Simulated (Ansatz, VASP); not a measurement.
Two plane-wave programs on SnO2

The input INCAR:

```
PREC     = Accurate       # precision mode
ENCUT    = 600            # plane-wave cutoff, eV
EDIFF    = 1E-7           # SCF threshold, eV
ISMEAR   = 0              # smearing method
SIGMA    = 0.01           # smearing width, eV
LREAL    = False          # projectors in reciprocal space
LASPH    = True           # aspherical terms in the spheres
NELM     = 80             # most SCF steps
ALGO     = Normal         # electronic algorithm
ISIF     = 3              # what is computed and relaxed
LWAVE    = False          # write WAVECAR
LCHARG   = False          # write CHGCAR
GGA      = PS             # functional
IBRION   = 2              # ionic algorithm
NSW      = 80             # ionic steps
EDIFFG   = -0.05          # ionic threshold
```

The input KPOINTS:

```
regular mesh
0
Gamma
  6 6 6
```

POSCAR

```
SnO2
1.0
    1.6170930000      0.9336290000      4.8005930000
   -1.6170930000      0.9336290000      4.8005930000
    0.0000000000     -1.8672580000      4.8005930000
Sn O
1 2
Direct
    0.5000000000      0.5000000000      0.5000000000
    0.2371700000      0.2371700000      0.2371700000
    0.7628300000      0.7628300000      0.7628300000
```

Input for Ansatz:

```yaml
crystal:
  lattice:
    - [1.617093, 0.933629, 4.800593]
    - [-1.617093, 0.933629, 4.800593]
    - [0.0, -1.867258, 4.800593]
  atoms:
    - { symbol: Sn, position: [0.5, 0.5, 0.5] }
    - { symbol: O, position: [0.23717, 0.23717, 0.23717] }
    - { symbol: O, position: [0.76283, 0.76283, 0.76283] }
basis:
  ecutwfc: 510.0
kpoints:
  mp_grid:
    grid: [6, 6, 6]
hamiltonian:
  xc: pbesol
  pseudopotentials:
    kind: paw
scf:
  occupations:
    method: fixed
relax:
  f_tol: 0.05
  cell:
    stress_tol: 0.01
output:
  eigenvalues: true
```

Alike in both runs: task relaxation of cell and atoms; functional PBEsol; k mesh 6 × 6 × 6; no spin polarisation.

|  | VASP | Ansatz |
| --- | --- | --- |
| version | VASP 6.6.1 | Ansatz 0.2.0 |
| potentials or method | VASP PAW PBE potentials, release 64 (Sn_d, O), cutoff 600 eV | plane waves, PAW |
| occupations | gaussian, width 0.01 eV | fixed |
| valence electrons in the cell | 26 | 26 |

Ansatz gave:

| Item | Value |
| --- | --- |
| gap on the k mesh at the Fermi level, each at its own relaxed structure (eV) | 1.81 |
| relaxed volume (Å³/atom) | 13.14 |
| relaxed cell length with the largest relative difference (Å) | 4.787 |

Q: Which values does VASP return?

A: gap on the k mesh at the Fermi level, each at its own relaxed structure (eV): 1.62; relaxed volume (Å³/atom): 12.89; relaxed cell length with the largest relative difference (Å): 4.685.

VASP's potentials were made for PBE, not for PBEsol.
